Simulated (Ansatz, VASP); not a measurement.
## Two plane-wave programs on SnO

```
Sn O
1.0
     3.82016    0.00000    0.00000
     0.00000    3.82016    0.00000
     0.00000    0.00000   22.22608
Sn O
4 4
Direct
  0.75000 0.25000 0.20246
  0.25000 0.75000 0.30878
  0.25000 0.12500 0.49325
  0.75000 0.62500 0.59957
  0.25000 0.25000 0.25562
  0.75000 0.75000 0.25562
  0.75000 0.12500 0.54641
  0.25000 0.62500 0.54641
```

Alike in both runs: task single point; functional PBE; dispersion D3(BJ); k mesh 7 × 7 × 1; occupations gaussian, width 0.05 eV; no spin polarisation.

|  | VASP | Ansatz |
| --- | --- | --- |
| version | VASP 6.6.1 | Ansatz 0.2.0 |
| potentials or method | VASP PAW PBE potentials, release 64 (Sn_d, O), cutoff 520 eV | scalar-relativistic, plane waves, PAW |
| valence electrons in the cell | 80 | 80 |

```tsv
	VASP	Ansatz	Ansatz less VASP
gap on the k mesh at the Fermi level (eV)	2.39	2.40	+0.007
least direct gap on the mesh (eV)	2.54	2.59	+0.043
rms of the force components (eV/Å)	0.041	0.012	-0.0292
```
